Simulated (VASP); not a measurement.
Wanted: the native input for a VASP 6.6.1 run.

```
Task                   : single point
Functional             : r2SCAN
Potentials or basis    : VASP PAW PBE potentials, release 64 (Ga_d, Sb)
Cutoff                 : 520 eV
k mesh                 : 6 × 6 × 6
Occupations            : gaussian, width 0.01 eV
Spin                   : no spin polarisation
Dipole correction      : no
Further INCAR settings : ALGO = Normal; EDIFF = 1e-06; NBANDS = 16
```

The system is GaSb.

```xyz
2
Lattice="3.0663 3.0663 0.0000 -3.0663 3.0663 0.0000 0.0000 3.0663 3.0663" Properties=species:S:1:pos:R:3 pbc="T T T"
Ga    0.0000    0.0000    0.0000
Sb    1.5331    4.5994    1.5331
```

One way to write it, as run:

POSCAR

```
GaSb
1.0
    3.0662848511      3.0662848511      0.0000000000
   -3.0662848511      3.0662848511      0.0000000000
    0.0000000000      3.0662848511      3.0662848511
Ga Sb
1 1
Direct
    0.0000000000      0.0000000000      0.0000000000
    0.7500000000      0.2500000000      0.5000000000
```

INCAR.step1

```
SYSTEM = GaSb
PREC = Accurate ; ENCUT = 520
ISMEAR = 0 ; SIGMA = 0.01
LREAL = .FALSE. ; LASPH = .TRUE.
NELM = 80 ; NBANDS = 16
GGA = PE ; ALGO = Normal
EDIFF = 1E-4 ; LWAVE = .TRUE.
LCHARG = .FALSE.
```

INCAR.step2

```
SYSTEM = GaSb
PREC = Accurate ; ENCUT = 520
EDIFF = 1E-6 ; ISMEAR = 0
SIGMA = 0.01 ; LREAL = .FALSE.
LASPH = .TRUE. ; NELM = 80
ALGO = Normal ; ISIF = 2
LWAVE = .FALSE. ; LCHARG = .FALSE.
METAGGA = R2SCAN ; LMIXTAU = .TRUE.
NBANDS = 16 ; ISTART = 1
```

KPOINTS

```
Automatic mesh
0
G
  6 6 6
  0 0 0
```

Potentials or basis: VASP PAW PBE potentials, release 64 (Ga_d, Sb).

Command:

```bash
$ cat potpaw_PBE.64/Ga_d/POTCAR potpaw_PBE.64/Sb/POTCAR > POTCAR
$ cp INCAR.step1 INCAR
$ mpirun -np 1 vasp_std > vasp.out
$ cp INCAR.step2 INCAR
$ mpirun -np 1 vasp_std > vasp.out
```

It gave:

```json
{"Pressure": "0.1 GPa", "Band gap on the k mesh": "0.39 eV, direct"}
```

Caveat: the PAW data sets were made with another functional, which shifts forces and pressure a little; spin-orbit coupling is left out, which moves the levels of the heavy elements.

Run time: 26 s on 1 thread of Intel(R) Xeon(R) Platinum 8559C (Emerald Rapids), on a shared host, peak memory 0.18 GiB.
